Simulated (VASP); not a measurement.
# Nd3Si2I (P-3m1) in VASP: notebook

Runs on Nd3Si2I. Level: PBE. Tasks: single point.

Everything below comes from runs of VASP 6.6.1. Logs are shortened: lines on timing, memory, paths and dates and some standing lists are left out, and cuts for length are marked.

## Step 1: The cell of the first run

The structure is trigonal, space group P-3m1 (No. 164). Conventional cell: a = 4.312 Å, b = 4.312 Å, c = 11.233 Å, α = 90.00°, β = 90.00°, γ = 120.00°. Nd (site symmetry 3m) has 3 Si at 2.90 Å and 3 I at 3.42 Å within 3.8 Å. Within 4.4 Å of Nd (site symmetry -3m) lie 6 Si at 3.06 Å and 12 Nd at 4.11 to 4.31 Å. Si (site symmetry 3m) has 6 Nd at 2.90 to 3.06 Å within 3.8 Å. I (site symmetry -3m) has 6 Nd at 3.42 Å and 6 I at 4.31 Å and 6 Si at 4.58 Å within 4.6 Å.

The cell was built from a structure type or drawn by symmetry, and may not be a known phase.

## Step 2: Single point, PBE

The input, INCAR:

```
SYSTEM = Nd3Si2I
PREC = Accurate
ENCUT = 500
EDIFF = 1E-6
ISMEAR = 0
SIGMA = 0.1
LREAL = .FALSE.
LASPH = .TRUE.
NELM = 200
ALGO = Normal
ISIF = 2
LWAVE = .FALSE.
LCHARG = .TRUE.
GGA = PE
LELF = .TRUE.
LVHAR = .TRUE.
NBANDS = 33
GGA_COMPAT = .FALSE.
LMAXMIX = 6
```

The input, KPOINTS:

```
regular mesh
0
G
  12 12 4
  0 0 0
```

The input, POSCAR:

```
Nd3Si2I
1.0
    4.3120375403      0.0000000000      0.0000000000
   -2.1560187702      3.7343340520      0.0000000000
    0.0000000000      0.0000000000     11.2325278755
Nd Si I
3 2 1
Direct
    0.3333333333      0.6666666667      0.2089216187
    0.0000000000      0.0000000000      0.5000000000
    0.6666666667      0.3333333333      0.7910783813
    0.3333333333      0.6666666667      0.6579451084
    0.6666666667      0.3333333333      0.3420548916
    0.0000000000      0.0000000000      0.0000000000
```

Potentials or basis: VASP PAW PBE potentials, release 64 (Nd_3, Si, I), 4f in core.

On the command line:

```sh
$ cat potpaw_PBE.64/Nd_3/POTCAR potpaw_PBE.64/Si/POTCAR potpaw_PBE.64/I/POTCAR > POTCAR
$ mpirun -np 1 vasp_std > vasp.out
```

OUTCAR:

```text
SYSTEM = Nd3Si2I
   PREC = Accurate
   ENCUT = 500
   EDIFF = 1E-6
   ISMEAR = 0
   LREAL = .FALSE.
   LASPH = .TRUE.
   NELM = 200
   ISIF = 2
   GGA = PE

 ion  position               nearest neighbor table
   1  0.333  0.667  0.209-   5 2.90   5 2.90   5 2.90   6 3.42   6 3.42   6 3.42
   2  0.000  0.000  0.500-   4 3.06   5 3.06   5 3.06   4 3.06   5 3.06   4 3.06
   3  0.667  0.333  0.791-   4 2.90   4 2.90   4 2.90   6 3.42   6 3.42   6 3.42
   4  0.333  0.667  0.658-   3 2.90   3 2.90   3 2.90   2 3.06   2 3.06   2 3.06
   5  0.667  0.333  0.342-   1 2.90   1 2.90   1 2.90   2 3.06   2 3.06   2 3.06
   6  0.000  0.000  0.000-   1 3.42   3 3.42   3 3.42   1 3.42   3 3.42   1 3.42

  LATTYP: Found a hexagonal cell.
 ALAT       =     4.3120375403
 C/A-ratio  =     2.6049234893

  Lattice vectors:

 A1 = (   4.3120375403,   0.0000000000,   0.0000000000)
 A2 = (  -2.1560187702,   3.7343340520,   0.0000000000)
 A3 = (   0.0000000000,   0.0000000000,  11.2325278755)

Analysis of symmetry for initial positions (statically):
=====================================================================
 Subroutine PRICEL returns:
 Original cell was already a primitive cell.

 Routine SETGRP: Setting up the symmetry group for a
 hexagonal supercell.

 Subroutine GETGRP returns: Found 12 space group operations
 (whereof 12 operations were pure point group operations)
 out of a pool of 24 trial point group operations.

The static configuration has the point symmetry D_3d.

Analysis of symmetry for dynamics (positions and initial velocities):
=====================================================================
 Subroutine PRICEL returns:
 Original cell was already a primitive cell.

 Routine SETGRP: Setting up the symmetry group for a
 hexagonal supercell.

 Subroutine GETGRP returns: Found 12 space group operations
 (whereof 12 operations were pure point group operations)
 out of a pool of 24 trial point group operations.

The dynamic configuration has the point symmetry D_3d.

 Subroutine INISYM returns: Found 12 space group operations
 (whereof 12 operations are pure point group operations),
 and found     1 'primitive' translations

----------------------------------------------------------------------------------------

                                     Primitive cell

  volume of cell :     180.8728

  direct lattice vectors                    reciprocal lattice vectors
     4.312037540  0.000000000  0.000000000     0.231908927  0.133892682  0.000000000
    -2.156018770  3.734334052  0.000000000     0.000000000  0.267785363  0.000000000
     0.000000000  0.000000000 11.232527876     0.000000000  0.000000000  0.089027155

  length of vectors
     4.312037540  4.312037540 11.232527876     0.267785363  0.267785363  0.089027155

  position of ions in fractional coordinates (direct lattice)
     0.333333333  0.666666667  0.208921619
     0.000000000  0.000000000  0.500000000
     0.666666667  0.333333333  0.791078381
     0.333333333  0.666666667  0.657945108
     0.666666667  0.333333333  0.342054892
     0.000000000  0.000000000  0.000000000

  ion indices of the primitive-cell ions
   primitive index   ion index
                 1           1
                 2           2
                 3           3
                 4           4
                 5           5
                 6           6

----------------------------------------------------------------------------------------

 KPOINTS: regular mesh

Automatic generation of k-mesh.
 Grid dimensions read from file:
 generate k-points for:   12   12    4

 Generating k-lattice:

  Cartesian coordinates                     Fractional coordinates (reciprocal lattice)
     0.019325744  0.011157723  0.000000000     0.083333333 -0.000000000  0.000000000
     0.000000000  0.022315447  0.000000000     0.000000000  0.083333333  0.000000000
     0.000000000  0.000000000  0.022256789     0.000000000  0.000000000  0.250000000

  Length of vectors
     0.022315447  0.022315447  0.022256789

[... 49 lines left out ...]

 E-fermi :   4.2159     XC(G=0):  -9.4466

 val. band max:        4.2019737459   @ k =   0.0000   0.1667   0.2500
 cond. band min:       4.2242860203   @ k =   0.0000   0.0833   0.2500
 fundamental gap:      0.0223122744
 Fermi energy:         4.2158938432

 k-point     1 :       0.0000    0.0000    0.0000
  band No.  band energies     occupation
      1     -33.6672      2.00000
      2     -33.6665      2.00000
      3     -32.8281      2.00000
      4     -14.9759      2.00000
      5     -14.9345      2.00000
      6     -14.7096      2.00000
[... 25 lines left out ...]
     32       6.3922      0.00000
     33       7.1087      0.00000

 k-point     2 :       0.0833   -0.0000    0.0000
  band No.  band energies     occupation
      1     -33.6664      2.00000
      2     -33.6658      2.00000
      3     -32.8273      2.00000
      4     -14.9711      2.00000
      5     -14.9308      2.00000
      6     -14.7261      2.00000
[... 25 lines left out ...]
     32       6.7287      0.00000
     33       7.3032      0.00000

 k-point     3 :       0.1667    0.0000    0.0000
  band No.  band energies     occupation
      1     -33.6644      2.00000
      2     -33.6638      2.00000
      3     -32.8253      2.00000
      4     -14.9579      2.00000
      5     -14.9212      2.00000
      6     -14.7698      2.00000
[... 25 lines left out ...]
     32       7.1629      0.00000
     33       7.7042      0.00000

 k-point     4 :       0.2500   -0.0000    0.0000
  band No.  band energies     occupation
      1     -33.6615      2.00000
      2     -33.6611      2.00000
      3     -32.8226      2.00000
      4     -14.9400      2.00000
      5     -14.9089      2.00000
      6     -14.8275      2.00000
[... 673 lines left out ...]
     32       6.6250      0.00000
     33       7.2321      0.00000

 k-point    23 :       0.1667    0.0000    0.2500
  band No.  band energies     occupation
      1     -33.6643      2.00000
      2     -33.6638      2.00000
      3     -32.8253      2.00000
      4     -14.9645      2.00000
      5     -14.9133      2.00000
      6     -14.7712      2.00000
[... 25 lines left out ...]
     32       6.9675      0.00000
     33       7.7914      0.00000

 k-point    24 :       0.0000    0.1667    0.2500
  band No.  band energies     occupation
      1     -33.6643      2.00000
      2     -33.6638      2.00000
      3     -32.8253      2.00000
      4     -14.9651      2.00000
      5     -14.9131      2.00000
      6     -14.7717      2.00000
[... 25 lines left out ...]
     32       7.0519      0.00000
     33       7.3177      0.00000

 [... further k-points ...]

------------------------ aborting loop because EDIFF is reached ----------------------------------------

  FORCE on cell =-STRESS in cart. coord.  units (eV):
  Direction    XX          YY          ZZ          XY          YZ          ZX
  --------------------------------------------------------------------------------------
  -------------------------------------------------------------------------------------
  Total        0.1782988      0.1782988      0.1815227     -0.0000000      0.0000000     -0.0000000
  in kB        1.5793769      1.5793769      1.6079348     -0.0000000      0.0000000     -0.0000000
  external PRESSURE =       1.5888962 kB  Pullay stress =       0.0000000 kB

 VOLUME and BASIS-vectors are now :
 -----------------------------------------------------------------------------
  energy-cutoff  :      500.00
  volume of cell :      180.87
      direct lattice vectors                 reciprocal lattice vectors
     4.312037540  0.000000000  0.000000000     0.231908927  0.133892682  0.000000000
    -2.156018770  3.734334052  0.000000000     0.000000000  0.267785363  0.000000000
     0.000000000  0.000000000 11.232527876     0.000000000  0.000000000  0.089027155

 POSITION                                       TOTAL-FORCE (eV/Angst)
 -----------------------------------------------------------------------------------
     -0.00000      2.48956      2.34672         0.000000      0.000000     -0.005440
      0.00000      0.00000      5.61626        -0.000000      0.000000     -0.000000
      2.15602      1.24478      8.88581        -0.000000     -0.000000      0.005440
     -0.00000      2.48956      7.39039         0.000000     -0.000000      0.002454
      2.15602      1.24478      3.84214         0.000000      0.000000     -0.002454
      0.00000      0.00000      0.00000        -0.000000      0.000000     -0.000000
 -----------------------------------------------------------------------------------
    total drift:                               -0.000000     -0.000000      0.000000

  FREE ENERGIE OF THE ION-ELECTRON SYSTEM (eV)
  ---------------------------------------------------
  free  energy   TOTEN  =       -31.3963602733 eV

  energy  without entropy=      -31.3870043721  energy(sigma->0) =      -31.39168232
```

Wall time 3.1 min (1 thread of Intel Xeon 6975P-C (Granite Rapids), shared host); peak memory 0.51 GiB.

What came out:

```yaml
Free_energy: -31.3964 eV
Pressure: 0.2 GPa
Largest_force: 0.005 eV/Å
Band_gap_on_the_k_mesh: zero (bands 24 and 25 overlap by 0.21 eV)
```

Forces on the atoms (eV/Å):
```
Nd   0.000  0.000 -0.005
Nd   0.000  0.000  0.000
Nd   0.000  0.000  0.005
Si   0.000  0.000  0.002
Si   0.000  0.000 -0.002
I    0.000  0.000  0.000
```

Levels at points of the mesh, in eV from the Fermi level:
```
           k point  band 21  band 22  band 23  band 24  band 25  band 26  band 27  band 28
(0.00, 0.00, 0.00)    -0.88    -0.40     0.13     0.13     1.11     1.20     1.20     1.81
(0.50, 0.00, 0.00)    -0.88    -0.75    -0.63    -0.38     0.13     1.77     2.12     2.32
(0.00, 0.00, 0.50)    -0.67    -0.67    -0.25    -0.25     1.30     1.39     1.39     1.54
(0.50, 0.00, 0.50)    -0.86    -0.75    -0.63    -0.14    -0.08     1.32     1.84     3.36
```

Caveat: spin-orbit coupling is left out, which moves the levels of the heavy elements; the 4f electrons are frozen in the core, so they carry no moment and show no levels; the run has no spin polarisation, though such a crystal can be magnetic. Spin polarisation is off, so any magnetic state and its effect on volume and gap are missing.

## Step 3: Single point, PBE

The input, INCAR:

```
PREC = Accurate
ENCUT = 500
EDIFF = 1E-6
ISMEAR = 0
SIGMA = 0.1
LREAL = F
LASPH = T
NELM = 200
ALGO = Normal
ISIF = 2
LWAVE = F
LCHARG = F
GGA = PE
NBANDS = 33
GGA_COMPAT = F
LMAXMIX = 6
```

The input, KPOINTS:

```
regular mesh
0
Gamma
  12 12 4
```

The input, POSCAR:

```
Nd3Si2I
1.0
    4.3114836616      0.0000000000      0.0000000000
   -2.1557418308      3.7338543790      0.0000000000
    0.0000000000      0.0000000000     11.2298464660
Nd Si I
3 2 1
Direct
    0.3333333333      0.6666666667      0.2088741200
    0.0000000000      0.0000000000      0.5000000000
    0.6666666667      0.3333333333      0.7911258800
    0.3333333333      0.6666666667      0.6579676222
    0.6666666667      0.3333333333      0.3420323778
    0.0000000000      0.0000000000      0.0000000000
```

Potentials or basis: VASP PAW PBE potentials, release 64 (Nd_3, Si, I), 4f in core.

On the command line:

```sh
$ cat potpaw_PBE.64/Nd_3/POTCAR potpaw_PBE.64/Si/POTCAR potpaw_PBE.64/I/POTCAR > POTCAR
$ mpirun -np 1 vasp_std > vasp.out
```

Run time: 2.9 min. Hardware: 1 thread of Intel Xeon 6975P-C (Granite Rapids), shared host; peak memory 0.51 GiB.

It converged, with:

```yaml
Free_energy: -31.3963 eV
Pressure: 0.2 GPa
Largest_force: 0.006 eV/Å
Band_gap_on_the_k_mesh: zero (bands 24 and 25 overlap by 0.21 eV)
```

Forces in eV/Å, atoms in the order of the input:
```
Nd   0.000  0.000 -0.006
Nd   0.000  0.000  0.000
Nd   0.000  0.000  0.006
Si   0.000  0.000  0.001
Si   0.000  0.000 -0.001
I    0.000  0.000  0.000
```

Levels at points of the mesh, in eV from the Fermi level:
```
           k point  band 21  band 22  band 23  band 24  band 25  band 26  band 27  band 28
(0.00, 0.00, 0.00)    -0.88    -0.40     0.14     0.14     1.10     1.20     1.20     1.81
(0.50, 0.00, 0.00)    -0.88    -0.76    -0.63    -0.38     0.13     1.77     2.12     2.32
(0.00, 0.00, 0.50)    -0.67    -0.67    -0.25    -0.25     1.30     1.39     1.39     1.54
(0.50, 0.00, 0.50)    -0.86    -0.75    -0.63    -0.14    -0.08     1.31     1.85     3.36
```

Caveat: spin-orbit coupling is left out, which moves the levels of the heavy elements; the 4f electrons are frozen in the core, so they carry no moment and show no levels; the run has no spin polarisation, though such a crystal can be magnetic. Spin polarisation is off, so any magnetic state and its effect on volume and gap are missing.

## Step 4: Single point, PBE (31.05 Å³/atom)

This run uses another cell than the first one, of 31.05 Å³/atom.

The input, INCAR:

```
SYSTEM = Nd3Si2I
ALGO = Normal
EDIFF = 1E-6
ENCUT = 500
GGA = PE
GGA_COMPAT = .False.
ISIF = 2
ISMEAR = 0
LASPH = .True.
LCHARG = .False.
LMAXMIX = 6
LREAL = .False.
LWAVE = .False.
NBANDS = 33
NELM = 200
PREC = Accurate
SIGMA = 0.1
```

The input, KPOINTS:

```
k-points
0
Gamma
  12 12 4
  0 0 0
```

The input, POSCAR:

```
Nd3Si2I
1.0
    4.3511587104      0.0000000000      0.0000000000
   -2.1755793552      3.7682139791      0.0000000000
    0.0000000000      0.0000000000     11.3623966687
Nd Si I
3 2 1
Direct
    0.3333333333      0.6666666667      0.2117268647
    0.0000000000      0.0000000000      0.5000000000
    0.6666666667      0.3333333333      0.7882731353
    0.3333333333      0.6666666667      0.6576299202
    0.6666666667      0.3333333333      0.3423700798
    0.0000000000      0.0000000000      0.0000000000
```

On the command line:

```sh
$ cat potpaw_PBE.64/Nd_3/POTCAR potpaw_PBE.64/Si/POTCAR potpaw_PBE.64/I/POTCAR > POTCAR
$ mpirun -np 1 vasp_std > vasp.out
```

Run time: 3.3 min. Hardware: 1 thread of Intel Xeon 6975P-C (Granite Rapids), shared host; peak memory 0.52 GiB.

It converged, with:

* Free energy: -31.3813 eV
* Pressure: -1.0 GPa
* Largest force: 0.009 eV/Å
* Band gap on the k mesh: zero (bands 24 and 25 overlap by 0.17 eV)

Forces in eV/Å, atoms in the order of the input:
```
Nd   0.000  0.000 -0.009
Nd   0.000  0.000  0.000
Nd   0.000  0.000  0.009
Si   0.000  0.000 -0.003
Si   0.000  0.000  0.003
I    0.000  0.000  0.000
```

Levels at points of the mesh, in eV from the Fermi level:
```
           k point  band 21  band 22  band 23  band 24  band 25  band 26  band 27  band 28
(0.00, 0.00, 0.00)    -0.86    -0.41     0.09     0.09     1.19     1.23     1.23     1.78
(0.50, 0.00, 0.00)    -0.82    -0.73    -0.63    -0.30     0.11     1.72     2.14     2.30
(0.00, 0.00, 0.50)    -0.67    -0.67    -0.24    -0.24     1.33     1.38     1.38     1.58
(0.50, 0.00, 0.50)    -0.82    -0.70    -0.62    -0.10    -0.08     1.38     1.76     3.28
```

Caveat: spin-orbit coupling is left out, which moves the levels of the heavy elements; the 4f electrons are frozen in the core, so they carry no moment and show no levels; the run has no spin polarisation, though such a crystal can be magnetic. Spin polarisation is off, so any magnetic state and its effect on volume and gap are missing.

## Step 5: Single point, PBE (31.95 Å³/atom)

This run uses another cell than the first one, of 31.95 Å³/atom.

The input, INCAR:

```
PREC = Accurate ; ENCUT = 500
EDIFF = 1E-6 ; ISMEAR = 0
SIGMA = 0.1 ; LREAL = False
LASPH = True ; NELM = 200
ALGO = Normal ; ISIF = 2
LWAVE = False ; LCHARG = False
GGA = PE ; NBANDS = 33
GGA_COMPAT = False ; LMAXMIX = 6
```

The input, KPOINTS:

```
Automatic mesh
0
Gamma
  12 12 4
```

The input, POSCAR:

```
Nd3Si2I
1.0
    4.3899150115      0.0000000000      0.0000000000
   -2.1949575057      3.8017779204      0.0000000000
    0.0000000000      0.0000000000     11.4877826946
Nd Si I
3 2 1
Direct
    0.3333333333      0.6666666667      0.2144452520
    0.0000000000      0.0000000000      0.5000000000
    0.6666666667      0.3333333333      0.7855547480
    0.3333333333      0.6666666667      0.6573035426
    0.6666666667      0.3333333333      0.3426964574
    0.0000000000      0.0000000000      0.0000000000
```

On the command line:

```sh
$ cat potpaw_PBE.64/Nd_3/POTCAR potpaw_PBE.64/Si/POTCAR potpaw_PBE.64/I/POTCAR > POTCAR
$ mpirun -np 1 vasp_std > vasp.out
```

Run time: 3.4 min. Hardware: 1 thread of Intel Xeon 6975P-C (Granite Rapids), shared host; peak memory 0.54 GiB.

Results (log left out):

```
Free energy            : -31.3298 eV
Pressure               : -2.0 GPa
Largest force          : 0.009 eV/Å
Band gap on the k mesh : zero (bands 24 and 25 overlap by 0.12 eV)
```

Forces on the atoms (eV/Å):
```
Nd   0.000  0.000 -0.006
Nd   0.000  0.000  0.000
Nd   0.000  0.000  0.006
Si   0.000  0.000 -0.009
Si   0.000  0.000  0.009
I    0.000  0.000  0.000
```

Stress tensor (GPa, compression positive):
```
-2.04  0.00  0.00
 0.00 -2.04  0.00
 0.00  0.00 -1.93
```

Levels at points of the mesh, in eV from the Fermi level:
```
           k point  band 20  band 21  band 22  band 23  band 24  band 25  band 26  band 27  band 28  band 29
(0.00, 0.00, 0.00)    -0.84    -0.84    -0.41     0.06     0.06     1.24     1.24     1.27     1.76     1.97
(0.50, 0.00, 0.00)    -1.14    -0.76    -0.71    -0.62    -0.23     0.08     1.67     2.15     2.29     2.67
(0.00, 0.00, 0.50)    -0.92    -0.68    -0.68    -0.24    -0.24     1.35     1.37     1.37     1.61     1.79
(0.50, 0.00, 0.50)    -1.45    -0.79    -0.67    -0.61    -0.08    -0.06     1.45     1.69     3.20     3.21
```

Caveat: spin-orbit coupling is left out, which moves the levels of the heavy elements; the 4f electrons are frozen in the core, so they carry no moment and show no levels; the run has no spin polarisation, though such a crystal can be magnetic.

## Step 6: Overview

```csv
cell,gap on the mesh (eV),pressure (GPa),largest force (eV/Å)
"a = 4.312, b = 4.312, c = 11.233 Å, angles 90.0, 90.0, 120.0°, 6 atoms, atomic positions A",none,0.2,0.01
"a = 4.311, b = 4.311, c = 11.230 Å, angles 90.0, 90.0, 120.0°, 6 atoms, atomic positions A",none,0.2,0.01
"a = 4.351, b = 4.351, c = 11.362 Å, angles 90.0, 90.0, 120.0°, 6 atoms, atomic positions B",none,-1.0,0.01
"a = 4.390, b = 4.390, c = 11.488 Å, angles 90.0, 90.0, 120.0°, 6 atoms, atomic positions C",none,-2.0,0.01
```

Alike in all rows: task single point; level PBE; potentials or basis VASP PAW PBE potentials, release 64 (Nd_3, Si, I), 4f in core; no spin polarisation; k mesh 12 × 12 × 4; cutoff (eV) 500; smearing gaussian 0.1 eV.

Caveats: spin-orbit coupling is left out, which moves the levels of the heavy elements; the 4f electrons are frozen in the core, so they carry no moment and show no levels; the run has no spin polarisation, though such a crystal can be magnetic.

Total energies depend on the potentials used, so only differences within one code and one set of settings carry meaning.
